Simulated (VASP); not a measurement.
Runs of VASP 6.6.1 on MnZn. It takes space group Pm-3m (No. 221, cubic). Conventional cell: a = 3.070 Å, b = 3.070 Å, c = 3.070 Å, α = 90.00°, β = 90.00°, γ = 90.00°. Within 3.5 Å of Mn (site symmetry m-3m) lie 8 Zn at 2.66 Å and 6 Mn at 3.07 Å. Zn (site symmetry m-3m) has 8 Mn at 2.66 Å and 6 Zn at 3.07 Å within 3.5 Å. 

```tsv
k mesh	smearing	gap on the mesh (eV)	pressure (GPa)	moment (μB)
3 × 3 × 3	methfessel-paxton 0.0797 eV	0.62	-17.5	3.00
6 × 6 × 6	methfessel-paxton 0.1 eV	none	-16.9	3.06
5 × 5 × 5	methfessel-paxton 0.1 eV	none	(a)	2.96
4 × 4 × 4	methfessel-paxton 0.1 eV	none	-14.7	3.29
7 × 7 × 7	methfessel-paxton 0.1 eV	none	-17.7	(b)
```

Alike in all rows: task single point; level LDA; potentials or basis VASP PAW LDA potentials, release 64 (Mn_pv, Zn); spin collinear, ferromagnetic start; cell as given; cutoff (eV) 520.

Q: Fill in the values left out.

A: (a) -18.0; (b) 2.97.

Caveats: some runs use coarse meshes.

A k mesh can miss the band edges.

A gap of «none» marks levels without a gap at the run's occupations.
